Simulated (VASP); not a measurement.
# Li2Sn (Fm-3m) in VASP: a series of runs

Li2Sn is run at these levels: PBE; tasks: single point, relaxation of cell and atoms.

Everything below comes from runs of VASP 6.6.1. Logs are shortened: lines on timing, memory, paths and dates and some standing lists are left out, and cuts for length are marked.

## 1. The cell of the first run

Symmetry: Fm-3m, No. 225, cubic system. The conventional cell has a = 6.557 Å, b = 6.557 Å, c = 6.557 Å, α = 90.00°, β = 90.00°, γ = 90.00°. Sn (site symmetry m-3m) has 8 Li at 2.84 Å within 3.7 Å. Within 3.7 Å of Li (site symmetry -43m) lie 4 Sn at 2.84 Å and 6 Li at 3.28 Å.

## 2. Single point, PBE

Input file INCAR:

```
SYSTEM = Li2Sn
PREC     = Accurate       ! precision mode
ENCUT    = 750            ! plane-wave cutoff, eV
EDIFF    = 1E-6           ! SCF threshold, eV
ISMEAR   = 0              ! smearing method
SIGMA    = 0.1            ! smearing width, eV
LREAL    = .FALSE.        ! projectors in reciprocal space
LASPH    = .TRUE.         ! aspherical terms in the spheres
NELM     = 120            ! most SCF steps
ALGO     = Normal         ! electronic algorithm
ISIF     = 2              ! what is computed and relaxed
LWAVE    = .FALSE.        ! write WAVECAR
LCHARG   = .FALSE.        ! write CHGCAR
GGA      = PE             ! functional
NBANDS   = 17             ! bands
GGA_COMPAT= .FALSE.
```

Input file KPOINTS:

```
Automatic mesh
0
G
  11 11 11
  0 0 0
```

Input file POSCAR:

```
Li2Sn
1.0
    0.0000000000      3.2782981530      3.2782981530
    3.2782981530      0.0000000000      3.2782981530
    3.2782981530      3.2782981530      0.0000000000
Sn Li
1 2
Direct
    0.0000000000      0.0000000000      0.0000000000
    0.2500000000      0.2500000000      0.2500000000
    0.7500000000      0.7500000000      0.7500000000
```

Potentials or basis: VASP PAW PBE potentials, release 64 (Sn_d, Li_sv).

Launch:

```sh
> cat potpaw_PBE.64/Sn_d/POTCAR potpaw_PBE.64/Li_sv/POTCAR > POTCAR
> mpirun -np 1 vasp_std > vasp.out
```

OUTCAR:

```text
SYSTEM = Li2Sn
   PREC = Accurate
   ENCUT = 750
   EDIFF = 1E-6
   ISMEAR = 0
   LREAL = .FALSE.
   LASPH = .TRUE.
   NELM = 120
   ISIF = 2
   GGA = PE

 ion  position               nearest neighbor table
   1  0.000  0.000  0.000-   2 2.84   3 2.84   3 2.84   3 2.84   3 2.84   2 2.84   2 2.84   2 2.84

   2  0.250  0.250  0.250-   1 2.84   1 2.84   1 2.84   1 2.84
   3  0.750  0.750  0.750-   1 2.84   1 2.84   1 2.84   1 2.84

  LATTYP: Found a face centered cubic cell.
 ALAT       =     6.5565963060

  Lattice vectors:

 A1 = (   0.0000000000,   3.2782981530,   3.2782981530)
 A2 = (   3.2782981530,   0.0000000000,   3.2782981530)
 A3 = (   3.2782981530,   3.2782981530,   0.0000000000)

Analysis of symmetry for initial positions (statically):
=====================================================================
 Subroutine PRICEL returns:
 Original cell was already a primitive cell.

 Routine SETGRP: Setting up the symmetry group for a
 face centered cubic supercell.

 Subroutine GETGRP returns: Found 48 space group operations
 (whereof 48 operations were pure point group operations)
 out of a pool of 48 trial point group operations.

The static configuration has the point symmetry O_h .

Analysis of symmetry for dynamics (positions and initial velocities):
=====================================================================
 Subroutine PRICEL returns:
 Original cell was already a primitive cell.

 Routine SETGRP: Setting up the symmetry group for a
 face centered cubic supercell.

 Subroutine GETGRP returns: Found 48 space group operations
 (whereof 48 operations were pure point group operations)
 out of a pool of 48 trial point group operations.

The dynamic configuration has the point symmetry O_h .

 Subroutine INISYM returns: Found 48 space group operations
 (whereof 48 operations are pure point group operations),
 and found     1 'primitive' translations

----------------------------------------------------------------------------------------

                                     Primitive cell

  volume of cell :      70.4653

  direct lattice vectors                    reciprocal lattice vectors
     0.000000000  3.278298153  3.278298153    -0.152518159  0.152518159  0.152518159
     3.278298153  0.000000000  3.278298153     0.152518159 -0.152518159  0.152518159
     3.278298153  3.278298153  0.000000000     0.152518159  0.152518159 -0.152518159

  length of vectors
     4.636213709  4.636213709  4.636213709     0.264169201  0.264169201  0.264169201

  position of ions in fractional coordinates (direct lattice)
     0.000000000  0.000000000  0.000000000
     0.250000000  0.250000000  0.250000000
     0.750000000  0.750000000  0.750000000

  ion indices of the primitive-cell ions
   primitive index   ion index
                 1           1
                 2           2
                 3           3

----------------------------------------------------------------------------------------

 KPOINTS: Automatic mesh

Automatic generation of k-mesh.
 Grid dimensions read from file:
 generate k-points for:   11   11   11

 Generating k-lattice:

  Cartesian coordinates                     Fractional coordinates (reciprocal lattice)
    -0.013865287  0.013865287  0.013865287     0.090909091  0.000000000  0.000000000
     0.013865287 -0.013865287  0.013865287     0.000000000  0.090909091  0.000000000
     0.013865287  0.013865287 -0.013865287     0.000000000  0.000000000  0.090909091

  Length of vectors
     0.024015382  0.024015382  0.024015382

  Shift w.r.t. Gamma in fractional coordinates (k-lattice)
     0.000000000  0.000000000  0.000000000

 Subroutine IBZKPT returns following result:
 ===========================================

 Found     56 irreducible k-points:

 Following reciprocal coordinates:
            Coordinates               Weight
  0.000000  0.000000  0.000000      1.000000
  0.090909  0.000000  0.000000      8.000000
  0.181818  0.000000  0.000000      8.000000
  0.272727  0.000000  0.000000      8.000000
  0.363636  0.000000  0.000000      8.000000
  0.454545  0.000000  0.000000      8.000000
[... 16 lines left out ...]
 -0.272727  0.181818  0.000000     24.000000
 -0.181818  0.181818  0.000000     12.000000
 [... further k-points ...]
   k-points           NKPTS =     56   k-points in BZ     NKDIM =     56   number of bands    NBANDS=     17
   number of dos      NEDOS =    301   number of ions     NIONS =      3
   total plane-waves  NPLWV =  74088
   dimension x,y,z NGX =    42 NGY =   42 NGZ =   42
   dimension x,y,z NGXF=    84 NGYF=   84 NGZF=   84
   ions per type =               1   2
   NGX,Y,Z   is equivalent  to a cutoff of  15.06, 15.06, 15.06 a.u.
   NGXF,Y,Z  is equivalent  to a cutoff of  30.12, 30.12, 30.12 a.u.
 SYSTEM =  Li2Sn
   PREC   = accura    normal or accurate (medium, high low for compatibility)
   ISTART =      0    job   : 0-new  1-cont  2-samecut
   ICHARG =      2    charge: 1-file 2-atom 10-const
   ISPIN  =      1    spin polarized calculation?
   LNONCOLLINEAR =      F non collinear calculations
   LSORBIT =      F    spin-orbit coupling
   LASPH  =      T    aspherical Exc in radial PAW
   ENCUT  =  750.0 eV  55.12 Ry    7.42 a.u.  10.35 10.35 10.35*2*pi/ulx,y,z
   NELM   =    120;   NELMIN=  2; NELMDL= -5     # of ELM steps
   EDIFF  = 0.1E-05   stopping-criterion for ELM
   LREAL  =      F    real-space projection
   EDIFFG = 0.1E-04   stopping-criterion for IOM
   NSW    =      0    number of steps for IOM
   IBRION =     -1    ionic relax: 0-MD 1-quasi-New 2-CG
   NFREE  =      0    steps in history (QN), initial steepest desc. (CG)
   ISIF   =      2    stress and relaxation
   ISYM   =      2    0-nonsym 1-usesym 2-fastsym
   POTIM  = 0.5000    time-step for ionic-motion
   TEBEG  =    0.0;   TEEND  =   0.0 temperature during run
   PSTRESS=    0.0 pullay stress
   NELECT =      20.0000    total number of electrons
   NUPDOWN=      -1.0000    fix difference up-down
   EMIN   =  10.00;   EMAX   =-10.00  energy-range for DOS
   EFERMI =   0.00;   METHOD = LEGACY
   ISMEAR =     0;   SIGMA  =   0.10  broadening in eV -4-tet -1-fermi 0-gaus
   EFERMI_NEDOS =   21; number of points for ismear=-14 and -15
   IALGO  =     38    algorithm
   IMIX   =      4    mixing-type and parameters
     AMIX     =   0.40;   BMIX     =  1.00
     AMIX_MAG =   1.60;   BMIX_MAG =  1.00
  volume/ion in A,a.u.               =      23.49       158.51
  Fermi-wavevector in a.u.,A,eV,Ry     =   1.075870  2.033099 15.748687  1.157496
  Thomas-Fermi vector in A             =   2.211738
   LORBIT       =      0    0 simple, 1 ext, 2 COOP (PROOUT), +10 PAW based schemes
   GGA     = PE    functional components
   LHFCALC =     F    Hartree Fock is set to
   AEXX    =    0.0000 exact exchange contribution
   IVDW    =     0    specifies the selected vdW correction
   LEPSILON=     F    determine dielectric tensor
   LRPA    =     F    only Hartree local field effects (RPA)
 non-spin polarized calculation
 Gauss-broadening in eV      SIGMA  =   0.10
  energy-cutoff  :      750.00
  volume of cell :       70.47
 maximum number of plane-waves:      3303
 NGX is ok and might be reduce to    42
   NGX = 21   NGY = 21   NGZ = 21

 number of electron      19.9999998 magnetization

 Free energy of the ion-electron system (eV)
  ---------------------------------------------------
  ext. energy  EPLUGINS =         0.00000000
  ---------------------------------------------------
  free energy    TOTEN  =        -7.86105316 eV

  energy without entropy =       -7.84815552  energy(sigma->0) =       -7.85460434

 E-fermi :   2.5095     XC(G=0):  -8.1221

 val. band max:        2.5045482328   @ k =  -0.1818   0.1818   0.0000
 cond. band min:       2.5103179246   @ k =   0.4545   0.1818   0.0909
 fundamental gap:      0.0057696917
 Fermi energy:         2.5094517939

 k-point     1 :       0.0000    0.0000    0.0000
  band No.  band energies     occupation
      1     -43.3742      2.00000
      2     -43.3657      2.00000
      3     -18.2825      2.00000
      4     -18.2825      2.00000
      5     -18.2825      2.00000
      6     -18.2528      2.00000
[... 9 lines left out ...]
     16      10.4374      0.00000
     17      10.4374      0.00000

 k-point     2 :       0.0909    0.0000    0.0000
  band No.  band energies     occupation
      1     -43.3741      2.00000
      2     -43.3658      2.00000
      3     -18.2822      2.00000
      4     -18.2821      2.00000
      5     -18.2821      2.00000
      6     -18.2528      2.00000
[... 9 lines left out ...]
     16       9.8912      0.00000
     17       9.8912      0.00000

 k-point     3 :       0.1818    0.0000    0.0000
  band No.  band energies     occupation
      1     -43.3735      2.00000
      2     -43.3663      2.00000
      3     -18.2813      2.00000
      4     -18.2813      2.00000
      5     -18.2813      2.00000
      6     -18.2527      2.00000
[... 9 lines left out ...]
     16       9.4646      0.00000
     17       9.4646      0.00000

 k-point     4 :       0.2727    0.0000    0.0000
  band No.  band energies     occupation
      1     -43.3727      2.00000
      2     -43.3671      2.00000
      3     -18.2802      2.00000
      4     -18.2802      2.00000
      5     -18.2802      2.00000
      6     -18.2526      2.00000
[... 9 lines left out ...]
     16       9.7112      0.00000
     17       9.7112      0.00000
[... 343 lines left out ...]
      1     -43.3706      2.00000
      2     -43.3691      2.00000
      3     -18.2787      2.00000
      4     -18.2780      2.00000
      5     -18.2779      2.00000
      6     -18.2525      2.00000
[... 9 lines left out ...]
     16      10.1115      0.00000
     17      11.0718      0.00000

 k-point    23 :      -0.2727    0.1818    0.0000
  band No.  band energies     occupation
      1     -43.3716      2.00000
      2     -43.3681      2.00000
      3     -18.2790      2.00000
      4     -18.2789      2.00000
      5     -18.2787      2.00000
      6     -18.2527      2.00000
[... 9 lines left out ...]
     16       9.3500      0.00000
     17      11.6089      0.00000

 k-point    24 :      -0.1818    0.1818    0.0000
  band No.  band energies     occupation
      1     -43.3725      2.00000
      2     -43.3673      2.00000
      3     -18.2801      2.00000
      4     -18.2800      2.00000
      5     -18.2793      2.00000
      6     -18.2530      2.00000
[... 9 lines left out ...]
     16       8.5902      0.00000
     17      11.5285      0.00000

 [... further k-points ...]

------------------------ aborting loop because EDIFF is reached ----------------------------------------

  FORCE on cell =-STRESS in cart. coord.  units (eV):
  Direction    XX          YY          ZZ          XY          YZ          ZX
  --------------------------------------------------------------------------------------
  -------------------------------------------------------------------------------------
  Total       -0.0209810     -0.0209810     -0.0209810      0.0000000     -0.0000000      0.0000000
  in kB       -0.4770465     -0.4770465     -0.4770465      0.0000000     -0.0000000      0.0000000
  external PRESSURE =      -0.4770465 kB  Pullay stress =       0.0000000 kB

 VOLUME and BASIS-vectors are now :
 -----------------------------------------------------------------------------
  energy-cutoff  :      750.00
  volume of cell :       70.47
      direct lattice vectors                 reciprocal lattice vectors
     0.000000000  3.278298153  3.278298153    -0.152518159  0.152518159  0.152518159
     3.278298153  0.000000000  3.278298153     0.152518159 -0.152518159  0.152518159
     3.278298153  3.278298153  0.000000000     0.152518159  0.152518159 -0.152518159

 POSITION                                       TOTAL-FORCE (eV/Angst)
 -----------------------------------------------------------------------------------
      0.00000      0.00000      0.00000         0.000000      0.000000     -0.000000
      1.63915      1.63915      1.63915        -0.000000     -0.000000      0.000000
      4.91745      4.91745      4.91745        -0.000000      0.000000     -0.000000
 -----------------------------------------------------------------------------------
    total drift:                               -0.000000      0.000000      0.000000

  FREE ENERGIE OF THE ION-ELECTRON SYSTEM (eV)
  ---------------------------------------------------
  free  energy   TOTEN  =        -7.8610531568 eV

  energy  without entropy=       -7.8481555163  energy(sigma->0) =       -7.85460434
```

Wall time 64 s (1 thread of Intel Xeon 6975P-C (Granite Rapids), shared host); peak memory 0.3 GiB.

What came out:

- Free energy: -7.8611 eV
- Pressure: 0.0 GPa
- Band gap on the k mesh: zero (bands 10 and 11 overlap by 2.65 eV)

Caveat: spin-orbit coupling is left out, which moves the levels of the heavy elements.

## 3. Relaxation of cell and atoms, PBE

This run uses another cell than the first one, of 25.63 Å³/atom.

Input file INCAR:

```
SYSTEM = Li2Sn
PREC = Accurate
ENCUT = 750
EDIFF = 1E-7
ISMEAR = 0
SIGMA = 0.1
LREAL = .False.
LASPH = .True.
NELM = 120
ALGO = Normal
ISIF = 3
LWAVE = .False.
LCHARG = .False.
GGA = PE
IBRION = 2
NSW = 80
EDIFFG = -0.02
GGA_COMPAT = .False.
NELMIN = 4
```

Input file KPOINTS:

```
Automatic mesh
0
Gamma
  11 11 11
  0 0 0
```

Input file POSCAR:

```
Li2Sn
1.0
    0.0000000000      3.3750000000      3.3750000000
    3.3750000000      0.0000000000      3.3750000000
    3.3750000000      3.3750000000      0.0000000000
Sn Li
1 2
Direct
    0.0000000000      0.0000000000      0.0000000000
    0.2500000000      0.2500000000      0.2500000000
    0.7500000000      0.7500000000      0.7500000000
```

Potentials or basis: VASP PAW PBE potentials, release 64 (Sn_d, Li_sv).

Launch:

```sh
> cat potpaw_PBE.64/Sn_d/POTCAR potpaw_PBE.64/Li_sv/POTCAR > POTCAR
> mpirun -np 1 vasp_std > vasp.out
```

Run time: 3.8 min. Hardware: 1 thread of Intel Xeon 6975P-C (Granite Rapids), shared host; peak memory 0.38 GiB.

It converged, with:

```
Free energy                           : -7.8631 eV
Relaxed volume                        : 23.58 Å³/atom
Relaxed cell                          : a = 4.642 Å, b = 4.642 Å, c = 4.642 Å, α = 60.00°, β = 60.00°, γ = 60.00°
Space group after relaxing (to 0.1 Å) : Fm-3m (No. 225)
Energy gained by relaxing             : 11.8 meV/atom
Ionic steps                           : 3
Pressure after relaxing               : -0.1 GPa
Band gap on the k mesh                : zero (bands 10 and 11 overlap by 2.64 eV)
```

Step by step:
```
step  energy change (eV)  largest force (eV/Å)  pressure (GPa)  volume (Å³)
   1              0.0000                0.0000           -1.63        76.89
   2             -0.0236                0.0000           -1.00        74.03
   3             -0.0353                0.0000           -0.11        70.75
```

Final structure:
```
CELL_PARAMETERS angstrom
0.00000 3.28267 3.28267
3.28267 0.00000 3.28267
3.28267 3.28267 0.00000
ATOMIC_POSITIONS crystal
Sn 0.00000 0.00000 0.00000
Li 0.25000 0.25000 0.25000
Li 0.75000 0.75000 0.75000
```

Levels at points of the mesh, in eV from the Fermi level:
| k point | band 8 | band 9 | band 10 | band 11 | band 12 | band 13 |
| --- | --- | --- | --- | --- | --- | --- |
| (0.00, 0.00, 0.00) | -7.44 | 1.74 | 1.74 | 1.74 | 4.04 | 4.04 |

Caveat: spin-orbit coupling is left out, which moves the levels of the heavy elements.
